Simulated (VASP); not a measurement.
# Al32H (a cell with a defect) in VASP: single point with PBEsol

Aim: the single point of Al32H (a cell with a defect) with PBEsol.

Program: VASP 6.6.1. These are calculated values, not measurements. Logs are shortened: lines on timing, memory, paths and dates and some standing lists are left out, and cuts for length are marked.

### 1 The cell of the first run

The cell holds a defect, 33 atoms: a = 8.100 Å, b = 8.100 Å, c = 8.100 Å, α = 90.00°, β = 90.00°, γ = 90.00°.

### 2 Single point, PBEsol

Input file INCAR:

```
SYSTEM = Al32H
PREC = Accurate ; ENCUT = 520
EDIFF = 1E-6 ; ISMEAR = 0
SIGMA = 0.05 ; LREAL = Auto
LASPH = .TRUE. ; NELM = 80
ALGO = Normal ; ISIF = 2
LWAVE = .FALSE. ; LCHARG = .TRUE.
GGA = PS ; LELF = .TRUE.
LVHAR = .TRUE. ; NBANDS = 70
```

Input file KPOINTS:

```
Automatic mesh
0
G
  3 3 3
  0 0 0
```

Input file POSCAR:

```
Al32H
1.0
    8.1000000000      0.0000000000      0.0000000000
    0.0000000000      8.1000000000      0.0000000000
    0.0000000000      0.0000000000      8.1000000000
Al H
32 1
Direct
    0.5012705845      0.0002643150      0.0001304501
    0.7499571636      0.2489221524      0.0001311678
    0.7499632967      0.0002295438      0.2510425596
   -0.0013427955      0.0002631169      0.0001299005
    0.2499653847      0.2446218813      0.0001278659
    0.5056947288      0.5002141454      0.0001271333
    0.7499584562      0.7515287974      0.0001278242
    0.2499650648      0.0002612672      0.2514395473
    0.4995999784      0.2505973945      0.2497814396
    0.7499581201      0.5002165655      0.2514382804
    0.5008744691      0.0002290334      0.5001355777
    0.7499634296      0.2493103712      0.5001353992
    0.7499634144      0.0002288354      0.7492211825
   -0.0058194414      0.5002134569      0.0001266813
    0.2499661110      0.7561548262      0.0001253335
    0.0003232561      0.2505958608      0.2497810666
    0.2499659274      0.5002123823      0.2559908872
    0.4996078143      0.7498803928      0.2497833574
   -0.0009458054      0.0002292318      0.5001356977
    0.2499644611      0.2489213965      0.5001582953
    0.5012693800      0.5002190871      0.5001568736
    0.7499632432      0.7511339998      0.5001360814
    0.2499645177      0.0002656128      0.7488273853
    0.4996013396      0.2505993945      0.7505025755
    0.7499573267      0.5002199364      0.7488294304
    0.0003162907      0.7498810415      0.2497845658
   -0.0013417251      0.5002181667      0.5001560984
    0.2499653701      0.7515290805      0.5001537178
    0.0003219494      0.2505994076      0.7505030029
    0.2499654680      0.5002148219      0.7444702408
    0.4996016084      0.7498798216      0.7504992503
    0.0003218072      0.7498796756      0.7504973489
    0.2497605057      0.5014934873      0.0008860819
```

Potentials or basis: VASP PAW PBE potentials, release 64 (Al, H).

Run with:

```
> cat potpaw_PBE.64/Al/POTCAR potpaw_PBE.64/H/POTCAR > POTCAR
> mpirun -np 1 vasp_std > vasp.out
```

OUTCAR:

```text
SYSTEM = Al32H
   PREC = Accurate
   ENCUT = 520
   EDIFF = 1E-6
   ISMEAR = 0
   LREAL = Auto
   LASPH = .TRUE.
   NELM = 80
   ISIF = 2
   GGA = PS

 ion  position               nearest neighbor table
   1  0.501  0.000  0.000-  15 2.84   5 2.84   2 2.85   7 2.85  13 2.86   3 2.86  24 2.86   9 2.86
                            31 2.86  18 2.86  23 2.88   8 2.88
   2  0.750  0.249  0.000-  14 2.84   6 2.84   1 2.85   4 2.85  13 2.86   3 2.86  24 2.86  29 2.86
                             9 2.86  16 2.86  25 2.88  10 2.88
   3  0.750  0.000  0.251-  12 2.85  11 2.85  19 2.85  22 2.85   2 2.86   1 2.86   4 2.86   7 2.86
                            26 2.87  18 2.87  16 2.87   9 2.87
   4  0.999  0.000  0.000-  15 2.84   5 2.84   2 2.85   7 2.85  13 2.86   3 2.86  29 2.86  16 2.86
                            32 2.86  26 2.86  23 2.88   8 2.88
   5  0.250  0.245  0.000-  33 2.08  23 2.84   1 2.84   4 2.84   8 2.84  24 2.86  29 2.86   9 2.86
                            16 2.86  30 2.93   6 2.93  14 2.93  17 2.93
   6  0.506  0.500  0.000-  33 2.07   2 2.84  25 2.84  10 2.84   7 2.84  24 2.86   9 2.86  31 2.86
                            18 2.86   5 2.93  30 2.93  17 2.93  15 2.93
   7  0.750  0.752  0.000-  14 2.84   6 2.84   1 2.85   4 2.85  13 2.86   3 2.86  31 2.86  32 2.86
                            18 2.86  26 2.86  25 2.88  10 2.88
   8  0.250  0.000  0.251-  15 2.84   5 2.84  20 2.85  28 2.85  11 2.86  19 2.86   9 2.86  16 2.86
                            18 2.86  26 2.86   1 2.88   4 2.88
   9  0.500  0.251  0.250-  17 2.86   6 2.86   5 2.86   8 2.86  10 2.86   1 2.86  21 2.86   2 2.86
[... 32 lines left out ...]
                            31 2.86  32 2.86   2 2.88   7 2.88
  26  0.000  0.750  0.250-  15 2.86  17 2.86  14 2.86   7 2.86  28 2.86  10 2.86   8 2.86  27 2.86
                             4 2.86  19 2.87   3 2.87  22 2.87
  27  0.999  0.500  0.500-  17 2.84  30 2.84  25 2.85  10 2.85  12 2.86  22 2.86  29 2.86  16 2.86
                            32 2.86  26 2.86  20 2.88  28 2.88
  28  0.250  0.752  0.500-  17 2.84  30 2.84  23 2.85   8 2.85  11 2.86  19 2.86  31 2.86  32 2.86
                            18 2.86  26 2.86  21 2.88  27 2.88
  29  0.000  0.251  0.751-  14 2.86  30 2.86   5 2.86   4 2.86  27 2.86  23 2.86  25 2.86  20 2.86
                             2 2.86  12 2.87  13 2.87  19 2.87
  30  0.250  0.500  0.744-  33 2.08  20 2.84  21 2.84  27 2.84  28 2.84  24 2.86  29 2.86  31 2.86
                            32 2.86   5 2.93   6 2.93  14 2.93  15 2.93
  31  0.500  0.750  0.750-  15 2.86   6 2.86  30 2.86  28 2.86   7 2.86  21 2.86  25 2.86   1 2.86
                            23 2.86  13 2.87  11 2.87  22 2.87
  32  0.000  0.750  0.750-  15 2.86  14 2.86  30 2.86  28 2.86   7 2.86  27 2.86   4 2.86  25 2.86
                            23 2.86  13 2.87  19 2.87  22 2.87
  33  0.250  0.501  0.001-  15 2.06  17 2.07  14 2.07   6 2.07  30 2.08   5 2.08

  LATTYP: Found a simple cubic cell.
 ALAT       =     8.1000000000

  Lattice vectors:

 A1 = (   8.1000000000,   0.0000000000,   0.0000000000)
 A2 = (   0.0000000000,   8.1000000000,   0.0000000000)
 A3 = (   0.0000000000,   0.0000000000,   8.1000000000)

Analysis of symmetry for initial positions (statically):
=====================================================================
 Subroutine PRICEL returns:
 Original cell was already a primitive cell.

 Routine SETGRP: Setting up the symmetry group for a
 simple cubic supercell.

 Subroutine GETGRP returns: Found  1 space group operations
 (whereof  1 operations were pure point group operations)
 out of a pool of 48 trial point group operations.

The static configuration has the point symmetry C_1 .

Analysis of symmetry for dynamics (positions and initial velocities):
=====================================================================
 Subroutine PRICEL returns:
 Original cell was already a primitive cell.

 Routine SETGRP: Setting up the symmetry group for a
 simple cubic supercell.

 Subroutine GETGRP returns: Found  1 space group operations
 (whereof  1 operations were pure point group operations)
 out of a pool of 48 trial point group operations.

The dynamic configuration has the point symmetry C_1 .

 Subroutine INISYM returns: Found  1 space group operations
 (whereof  1 operations are pure point group operations),
 and found     1 'primitive' translations

----------------------------------------------------------------------------------------

                                     Primitive cell

  volume of cell :     531.4410

  direct lattice vectors                    reciprocal lattice vectors
     8.100000000  0.000000000  0.000000000     0.123456790  0.000000000  0.000000000
     0.000000000  8.100000000  0.000000000     0.000000000  0.123456790  0.000000000
[... 95 lines left out ...]
     0.000000000  0.000000000  0.000000000

 Subroutine IBZKPT returns following result:
 ===========================================

 Found     14 irreducible k-points:

 Following reciprocal coordinates:
            Coordinates               Weight
  0.000000  0.000000  0.000000      1.000000
  0.333333  0.000000  0.000000      2.000000
  0.000000  0.333333  0.000000      2.000000
  0.000000  0.000000  0.333333      2.000000
  0.333333  0.333333  0.000000      2.000000
  0.000000  0.333333  0.333333      2.000000
  0.333333  0.000000  0.333333      2.000000
 -0.333333  0.333333  0.000000      2.000000
 -0.333333  0.000000  0.333333      2.000000
  0.000000 -0.333333  0.333333      2.000000
  0.333333  0.333333  0.333333      2.000000
 -0.333333  0.333333  0.333333      2.000000
 -0.333333 -0.333333  0.333333      2.000000
  0.333333 -0.333333  0.333333      2.000000
   k-points           NKPTS =     14   k-points in BZ     NKDIM =     14   number of bands    NBANDS=     70
   number of dos      NEDOS =    301   number of ions     NIONS =     33
   total plane-waves  NPLWV = 216000
   dimension x,y,z NGX =    60 NGY =   60 NGZ =   60
   dimension x,y,z NGXF=   120 NGYF=  120 NGZF=  120
   ions per type =              32   1
   NGX,Y,Z   is equivalent  to a cutoff of  12.31, 12.31, 12.31 a.u.
   NGXF,Y,Z  is equivalent  to a cutoff of  24.63, 24.63, 24.63 a.u.
 SYSTEM =  Al32H
   PREC   = accura    normal or accurate (medium, high low for compatibility)
   ISTART =      0    job   : 0-new  1-cont  2-samecut
   ICHARG =      2    charge: 1-file 2-atom 10-const
   ISPIN  =      1    spin polarized calculation?
   LNONCOLLINEAR =      F non collinear calculations
   LSORBIT =      F    spin-orbit coupling
   LASPH  =      T    aspherical Exc in radial PAW
   ENCUT  =  520.0 eV  38.22 Ry    6.18 a.u.  15.06 15.06 15.06*2*pi/ulx,y,z
   NELM   =     80;   NELMIN=  2; NELMDL= -5     # of ELM steps
   EDIFF  = 0.1E-05   stopping-criterion for ELM
   LREAL  =      T    real-space projection
   EDIFFG = 0.1E-04   stopping-criterion for IOM
   NSW    =      0    number of steps for IOM
   IBRION =     -1    ionic relax: 0-MD 1-quasi-New 2-CG
   NFREE  =      0    steps in history (QN), initial steepest desc. (CG)
   ISIF   =      2    stress and relaxation
   ISYM   =      2    0-nonsym 1-usesym 2-fastsym
   POTIM  = 0.5000    time-step for ionic-motion
   TEBEG  =    0.0;   TEEND  =   0.0 temperature during run
   PSTRESS=    0.0 pullay stress
   NELECT =      97.0000    total number of electrons
   NUPDOWN=      -1.0000    fix difference up-down
   EMIN   =  10.00;   EMAX   =-10.00  energy-range for DOS
   EFERMI =   0.00;   METHOD = LEGACY
   ISMEAR =     0;   SIGMA  =   0.05  broadening in eV -4-tet -1-fermi 0-gaus
   EFERMI_NEDOS =   21; number of points for ismear=-14 and -15
   IALGO  =     38    algorithm
   IMIX   =      4    mixing-type and parameters
     AMIX     =   0.40;   BMIX     =  1.00
     AMIX_MAG =   1.60;   BMIX_MAG =  1.00
  volume/ion in A,a.u.               =      16.10       108.68
  Fermi-wavevector in a.u.,A,eV,Ry     =   0.928639  1.754874 11.733269  0.862371
  Thomas-Fermi vector in A             =   2.054837
   LORBIT       =      0    0 simple, 1 ext, 2 COOP (PROOUT), +10 PAW based schemes
   GGA     = PS    functional components
   LHFCALC =     F    Hartree Fock is set to
   AEXX    =    0.0000 exact exchange contribution
   IVDW    =     0    specifies the selected vdW correction
   LEPSILON=     F    determine dielectric tensor
   LRPA    =     F    only Hartree local field effects (RPA)
 non-spin polarized calculation
 Gauss-broadening in eV      SIGMA  =   0.05
  energy-cutoff  :      520.00
  volume of cell :      531.44
 maximum number of plane-waves:     14358
   NGX = 31   NGY = 31   NGZ = 31

 number of electron      96.9999998 magnetization

 Free energy of the ion-electron system (eV)
  ---------------------------------------------------
  ext. energy  EPLUGINS =         0.00000000
  ---------------------------------------------------
  free energy    TOTEN  =      -134.32371249 eV

  energy without entropy =     -134.32060744  energy(sigma->0) =     -134.32215996

 E-fermi :   7.7369     XC(G=0): -10.2568

 val. band max:        7.6691420704   @ k =  -0.3333  -0.3333   0.3333
 cond. band min:       7.9405531359   @ k =   0.3333   0.0000   0.0000
 fundamental gap:      0.2714110656
 Fermi energy:         7.7369030101

 k-point     1 :       0.0000    0.0000    0.0000
  band No.  band energies     occupation
      1      -3.3307      2.00000
      2      -1.6995      2.00000
      3      -0.9676      2.00000
      4      -0.9675      2.00000
      5      -0.9415      2.00000
      6      -0.9415      2.00000
[... 871 lines left out ...]
     59       9.7149      0.00000
     60       9.7149      0.00000
 [bands above 60 left out]

------------------------ aborting loop because EDIFF is reached ----------------------------------------

  FORCE on cell =-STRESS in cart. coord.  units (eV):
  Direction    XX          YY          ZZ          XY          YZ          ZX
  --------------------------------------------------------------------------------------
  -------------------------------------------------------------------------------------
  Total       -4.2712846     -4.2744992     -4.2704644      0.0023394     -0.0045964     -0.0001429
  in kB      -12.8769803    -12.8866717    -12.8745076      0.0070528     -0.0138572     -0.0004308
  external PRESSURE =     -12.8793865 kB  Pullay stress =       0.0000000 kB

 VOLUME and BASIS-vectors are now :
 -----------------------------------------------------------------------------
  energy-cutoff  :      520.00
  volume of cell :      531.44
      direct lattice vectors                 reciprocal lattice vectors
     8.100000000  0.000000000  0.000000000     0.123456790  0.000000000  0.000000000
     0.000000000  8.100000000  0.000000000     0.000000000  0.123456790  0.000000000
     0.000000000  0.000000000  8.100000000     0.000000000  0.000000000  0.123456790

 POSITION                                       TOTAL-FORCE (eV/Angst)
 -----------------------------------------------------------------------------------
      4.06029      0.00214      0.00106         0.006424      0.000611      0.000138
      6.07465      2.01627      0.00106        -0.000220     -0.008491      0.001284
      6.07470      0.00186      2.03344         0.000308      0.001071      0.006274
      8.08912      0.00213      0.00105        -0.006806      0.000007      0.000001
      2.02472      1.98144      0.00104         0.000408      0.005220     -0.001617
      4.09613      4.05173      0.00103        -0.004683     -0.000324      0.000414
[... 25 lines left out ...]
      0.00261      6.07403      6.07903         0.002444     -0.002301      0.003516
      2.02306      4.06210      0.00718         0.000993     -0.006618     -0.003756
 -----------------------------------------------------------------------------------
    total drift:                               -0.005673      0.050369      0.024935

  FREE ENERGIE OF THE ION-ELECTRON SYSTEM (eV)
  ---------------------------------------------------
  free  energy   TOTEN  =      -134.3237124856 eV

  energy  without entropy=     -134.3206074367  energy(sigma->0) =     -134.32215996
```

It took 12 min on 1 thread of Oxide Virtual Turin-like, shared host; peak memory 0.61 GiB.

What came out:

- Free energy: -134.3237 eV
- Pressure: -1.3 GPa
- Largest force: 0.009 eV/Å
- Band gap on the k mesh: zero (an odd number of electrons rules out a gap without spin polarisation)

Forces in eV/Å, atoms in the order of the input:
```
Al   0.006  0.001  0.000
Al   0.000 -0.008  0.001
Al   0.000  0.001  0.006
Al  -0.007  0.000  0.000
Al   0.000  0.005 -0.002
Al  -0.005  0.000  0.000
Al   0.000  0.006 -0.001
Al   0.000  0.000  0.006
Al  -0.003  0.004 -0.003
Al   0.000 -0.001  0.007
Al   0.006  0.001  0.001
Al   0.000 -0.005  0.001
Al  -0.001  0.001 -0.006
Al   0.006  0.000  0.000
Al   0.000 -0.005  0.000
Al   0.003  0.003 -0.003
Al   0.000  0.000 -0.006
Al  -0.003 -0.002 -0.003
Al  -0.006  0.002  0.001
Al   0.000 -0.008  0.001
Al   0.006  0.000  0.001
Al   0.000  0.006  0.001
Al   0.000  0.000 -0.008
Al  -0.003  0.004  0.004
Al   0.000  0.001 -0.008
Al   0.002 -0.002 -0.002
Al  -0.007  0.000  0.000
Al   0.000  0.007 -0.001
Al   0.003  0.004  0.003
Al  -0.001 -0.001  0.003
Al  -0.002 -0.003  0.003
Al   0.002 -0.002  0.004
H    0.001 -0.007 -0.004
```

Levels at points of the mesh, in eV from the Fermi level:
| k point | band 44 | band 45 | band 46 | band 47 | band 48 | band 49 | band 50 | band 51 | band 52 | band 53 |
| --- | --- | --- | --- | --- | --- | --- | --- | --- | --- | --- |
| (0.00, 0.00, 0.00) | -0.64 | -0.64 | -0.64 | 0.30 | 0.30 | 0.35 | 0.35 | 0.35 | 1.20 | 1.20 |

Caveat: the PAW data sets were made with another functional, which shifts forces and pressure a little.

The gap in the log of VASP goes by the Fermi energy; the results here count the filled bands.